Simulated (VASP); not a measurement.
# B2 in VASP: single point with PBE

Aim: the single point of B2 with PBE.

Program: VASP 6.6.1. These are calculated values, not measurements. Logs are shortened: lines on timing, memory, paths and dates and some standing lists are left out, and cuts for length are marked.

## (1) The cell of the first run

The cell holds a cluster in a box, 2 atoms: a = 9.000 Å, b = 9.350 Å, c = 11.300 Å, α = 90.00°, β = 90.00°, γ = 90.00°.

## (2) Single point, PBE, collinear spin

Contents of INCAR:

```
SYSTEM = B
PREC = Accurate ; ENCUT = 420
EDIFF = 1E-6 ; ISMEAR = -1
SIGMA = 0.05 ; LREAL = .False.
LASPH = .True. ; NELM = 200
ALGO = Normal ; ISIF = 2
LWAVE = .False. ; LCHARG = .True.
ISPIN = 2 ; MAGMOM = 1 1
LORBIT = 11 ; GGA = PE
LELF = .True. ; LVHAR = .True.
NBANDS = 14 ; GGA_COMPAT = .False.
```

Contents of KPOINTS:

```
Automatic mesh
0
Gamma
  1 1 1
  0 0 0
```

Contents of POSCAR:

```
B
1.0
    9.0000000000      0.0000000000      0.0000000000
    0.0000000000      9.3500000000      0.0000000000
    0.0000000000      0.0000000000     11.3000000000
B
2
Direct
    0.5000000000      0.5000000000      0.4292040000
    0.5000000000      0.5000000000      0.5707960000
```

Potentials or basis: VASP PAW PBE potentials, release 64 (B).

Launch:

```bash
> cat potpaw_PBE.64/B/POTCAR > POTCAR
> mpirun -np 1 vasp_gam > vasp.out
```

OUTCAR:

```text
SYSTEM = B
   PREC = Accurate
   ENCUT = 420
   EDIFF = 1E-6
   ISMEAR = -1
   LREAL = .False.
   LASPH = .True.
   NELM = 200
   ISIF = 2
   ISPIN = 2
   LORBIT = 11
   GGA = PE

 ion  position               nearest neighbor table
   1  0.500  0.500  0.429-   2 1.60
   2  0.500  0.500  0.571-   1 1.60

  LATTYP: Found a simple orthorhombic cell.
 ALAT       =     9.0000000000
 B/A-ratio  =     1.0388888889
 C/A-ratio  =     1.2555555556

  Lattice vectors:

 A1 = (   9.0000000000,   0.0000000000,   0.0000000000)
 A2 = (   0.0000000000,   9.3500000000,   0.0000000000)
 A3 = (   0.0000000000,   0.0000000000,  11.3000000000)

Analysis of symmetry for initial positions (statically):
=====================================================================
 Subroutine PRICEL returns:
 Original cell was already a primitive cell.

 Routine SETGRP: Setting up the symmetry group for a
 simple orthorhombic supercell.

 Subroutine GETGRP returns: Found  8 space group operations
 (whereof  8 operations were pure point group operations)
 out of a pool of  8 trial point group operations.

The static configuration has the point symmetry D_2h.

Analysis of symmetry for dynamics (positions and initial velocities):
=====================================================================
 Subroutine PRICEL returns:
 Original cell was already a primitive cell.

 Routine SETGRP: Setting up the symmetry group for a
 simple orthorhombic supercell.

 Subroutine GETGRP returns: Found  8 space group operations
 (whereof  8 operations were pure point group operations)
 out of a pool of  8 trial point group operations.

The dynamic configuration has the point symmetry D_2h.

Analysis of structural, dynamic, and magnetic symmetry:
=====================================================================
 Subroutine PRICEL returns:
 Original cell was already a primitive cell.

 Routine SETGRP: Setting up the symmetry group for a
 simple orthorhombic supercell.

 Subroutine GETGRP returns: Found  8 space group operations
 (whereof  8 operations were pure point group operations)
 out of a pool of  8 trial point group operations.

The overall configuration has the point symmetry D_2h.

 Subroutine INISYM returns: Found  8 space group operations
 (whereof  8 operations are pure point group operations),
 and found     1 'primitive' translations

----------------------------------------------------------------------------------------

                                     Primitive cell

  volume of cell :     950.8950

  direct lattice vectors                    reciprocal lattice vectors
     9.000000000  0.000000000  0.000000000     0.111111111  0.000000000  0.000000000
     0.000000000  9.350000000  0.000000000     0.000000000  0.106951872  0.000000000
     0.000000000  0.000000000 11.300000000     0.000000000  0.000000000  0.088495575

  length of vectors
     9.000000000  9.350000000 11.300000000     0.111111111  0.106951872  0.088495575

  position of ions in fractional coordinates (direct lattice)
     0.500000000  0.500000000  0.429204000
     0.500000000  0.500000000  0.570796000

  ion indices of the primitive-cell ions
   primitive index   ion index
                 1           1
                 2           2

----------------------------------------------------------------------------------------

 KPOINTS: Automatic mesh

Automatic generation of k-mesh.
 Grid dimensions read from file:
 generate k-points for:    1    1    1

 Generating k-lattice:

  Cartesian coordinates                     Fractional coordinates (reciprocal lattice)
     0.111111111  0.000000000  0.000000000     1.000000000  0.000000000  0.000000000
     0.000000000  0.106951872  0.000000000     0.000000000  1.000000000  0.000000000
     0.000000000  0.000000000  0.088495575     0.000000000  0.000000000  1.000000000

  Length of vectors
     0.111111111  0.106951872  0.088495575

  Shift w.r.t. Gamma in fractional coordinates (k-lattice)
     0.000000000  0.000000000  0.000000000

 Subroutine IBZKPT returns following result:
 ===========================================

 Found      1 irreducible k-points:

 Following reciprocal coordinates:
            Coordinates               Weight
  0.000000  0.000000  0.000000      1.000000
   k-points           NKPTS =      1   k-points in BZ     NKDIM =      1   number of bands    NBANDS=     14
   number of dos      NEDOS =    301   number of ions     NIONS =      2
   total plane-waves  NPLWV = 307200
   dimension x,y,z NGX =    60 NGY =   64 NGZ =   80
   dimension x,y,z NGXF=   120 NGYF=  128 NGZF=  160
   ions per type =               2
   NGX,Y,Z   is equivalent  to a cutoff of  11.08, 11.38, 11.77 a.u.
   NGXF,Y,Z  is equivalent  to a cutoff of  22.17, 22.76, 23.54 a.u.
 SYSTEM =  B
   PREC   = accura    normal or accurate (medium, high low for compatibility)
   ISTART =      0    job   : 0-new  1-cont  2-samecut
   ICHARG =      2    charge: 1-file 2-atom 10-const
   ISPIN  =      2    spin polarized calculation?
   LNONCOLLINEAR =      F non collinear calculations
   LSORBIT =      F    spin-orbit coupling
   LASPH  =      T    aspherical Exc in radial PAW
   ENCUT  =  420.0 eV  30.87 Ry    5.56 a.u.  15.04 15.62 18.88*2*pi/ulx,y,z
   NELM   =    200;   NELMIN=  2; NELMDL= -5     # of ELM steps
   EDIFF  = 0.1E-05   stopping-criterion for ELM
   LREAL  =      F    real-space projection
   EDIFFG = 0.1E-04   stopping-criterion for IOM
   NSW    =      0    number of steps for IOM
   IBRION =     -1    ionic relax: 0-MD 1-quasi-New 2-CG
   NFREE  =      0    steps in history (QN), initial steepest desc. (CG)
   ISIF   =      2    stress and relaxation
   ISYM   =      2    0-nonsym 1-usesym 2-fastsym
   POTIM  = 0.5000    time-step for ionic-motion
   TEBEG  =    0.0;   TEEND  =   0.0 temperature during run
   PSTRESS=    0.0 pullay stress
   NELECT =       6.0000    total number of electrons
   NUPDOWN=      -1.0000    fix difference up-down
   EMIN   =  10.00;   EMAX   =-10.00  energy-range for DOS
   EFERMI =   0.00;   METHOD = LEGACY
   ISMEAR =    -1;   SIGMA  =   0.05  broadening in eV -4-tet -1-fermi 0-gaus
   EFERMI_NEDOS =   21; number of points for ismear=-14 and -15
   IALGO  =     38    algorithm
   IMIX   =      4    mixing-type and parameters
     AMIX     =   0.40;   BMIX     =  1.00
     AMIX_MAG =   1.60;   BMIX_MAG =  1.00
  volume/ion in A,a.u.               =     475.45      3208.48
  Fermi-wavevector in a.u.,A,eV,Ry     =   0.302516  0.571672  1.245146  0.091516
  Thomas-Fermi vector in A             =   1.172810
   LORBIT       =     11    0 simple, 1 ext, 2 COOP (PROOUT), +10 PAW based schemes
   GGA     = PE    functional components
   LHFCALC =     F    Hartree Fock is set to
   AEXX    =    0.0000 exact exchange contribution
   IVDW    =     0    specifies the selected vdW correction
   LEPSILON=     F    determine dielectric tensor
   LRPA    =     F    only Hartree local field effects (RPA)
 spin polarized calculation
  energy-cutoff  :      420.00
  volume of cell :      950.89
 maximum number of plane-waves:      9295
   NGX = 31   NGY = 31   NGZ = 37

 number of electron       5.9999999 magnetization       1.9999980

 Free energy of the ion-electron system (eV)
  ---------------------------------------------------
  ext. energy  EPLUGINS =         0.00000000
  ---------------------------------------------------
  free energy    TOTEN  =        -4.25443440 eV

  energy without entropy =       -4.25415643  energy(sigma->0) =       -4.25429541

 E-fermi :  -5.4550     XC(G=0):  -0.9262

 val. band max:       -5.8962329775   @ k =   0.0000   0.0000   0.0000
 cond. band min:      -5.0479875380   @ k =   0.0000   0.0000   0.0000
 fundamental gap:      0.8482454395
 Fermi energy:        -5.4549727165

 spin component 1

 k-point     1 :       0.0000    0.0000    0.0000
  band No.  band energies     occupation
      1     -13.4004      1.00000
      2      -7.3177      1.00000
      3      -5.8966      0.99985
      4      -5.8962      0.99985
      5      -5.0480      0.00029
      6      -1.3393      0.00000
      7      -1.3371      0.00000
      8      -0.2951      0.00000
      9       0.7550      0.00000
     10       0.7574      0.00000
     11       1.1522      0.00000
     12       1.1959      0.00000
     13       1.3293      0.00000
     14       1.8692      0.00000
 Fermi energy:        -5.4549727165

 spin component 2

 k-point     1 :       0.0000    0.0000    0.0000
  band No.  band energies     occupation
      1     -11.9726      1.00000
      2      -6.4528      1.00000
      3      -4.7697      0.00000
      4      -4.1433      0.00000
      5      -4.1423      0.00000
      6      -0.0712      0.00000
      7      -0.0283      0.00000
      8      -0.0218      0.00000
      9       0.9120      0.00000
     10       0.9823      0.00000
     11       1.4809      0.00000
     12       1.5169      0.00000
     13       1.6484      0.00000
     14       1.9393      0.00000

------------------------ aborting loop because EDIFF is reached ----------------------------------------

  FORCE on cell =-STRESS in cart. coord.  units (eV):
  Direction    XX          YY          ZZ          XY          YZ          ZX
  --------------------------------------------------------------------------------------
  -------------------------------------------------------------------------------------
  Total        0.0024164     -0.0001051      0.6127377      0.0000000      0.0000000      0.0000000
  in kB        0.0040715     -0.0001771      1.0324109      0.0000000      0.0000000      0.0000000
  external PRESSURE =       0.3454351 kB  Pullay stress =       0.0000000 kB

 VOLUME and BASIS-vectors are now :
 -----------------------------------------------------------------------------
  energy-cutoff  :      420.00
  volume of cell :      950.89
      direct lattice vectors                 reciprocal lattice vectors
     9.000000000  0.000000000  0.000000000     0.111111111  0.000000000  0.000000000
     0.000000000  9.350000000  0.000000000     0.000000000  0.106951872  0.000000000
     0.000000000  0.000000000 11.300000000     0.000000000  0.000000000  0.088495575

 POSITION                                       TOTAL-FORCE (eV/Angst)
 -----------------------------------------------------------------------------------
      4.50000      4.67500      4.85001         0.000000      0.000000     -0.384714
      4.50000      4.67500      6.44999         0.000000      0.000000      0.384714
 -----------------------------------------------------------------------------------
    total drift:                                0.000000      0.000000      0.000000

  FREE ENERGIE OF THE ION-ELECTRON SYSTEM (eV)
  ---------------------------------------------------
  free  energy   TOTEN  =        -4.2544344016 eV

  energy  without entropy=       -4.2541564255  energy(sigma->0) =       -4.25429541

 total charge

# of ion       s       p       d       tot
------------------------------------------
    1        0.883   0.672   0.000   1.555
    2        0.883   0.672   0.000   1.555
--------------------------------------------------
tot          1.766   1.344   0.000   3.110

 magnetization (x)

# of ion       s       p       d       tot
------------------------------------------
    1        0.022   0.416   0.000   0.438
    2        0.022   0.416   0.000   0.438
--------------------------------------------------
tot          0.044   0.833   0.000   0.877
```

Run time: 3.4 min. Hardware: 1 thread of Intel Xeon 8259CL, shared host; peak memory 0.8 GiB.

What came out:

| Item | Value |
| --- | --- |
| Free energy | -4.2544 eV |
| Largest force | 0.385 eV/Å |
| Gap between the frontier levels | 0.85 eV |
| Net moment | 2.00 μB per cell |
| Site moments | B +0.44 μB |
| Valence electrons inside the program's atomic spheres | B 1.55 |

Forces in eV/Å, atoms in the order of the input:
```
B    0.000  0.000 -0.385
B    0.000  0.000  0.385
```
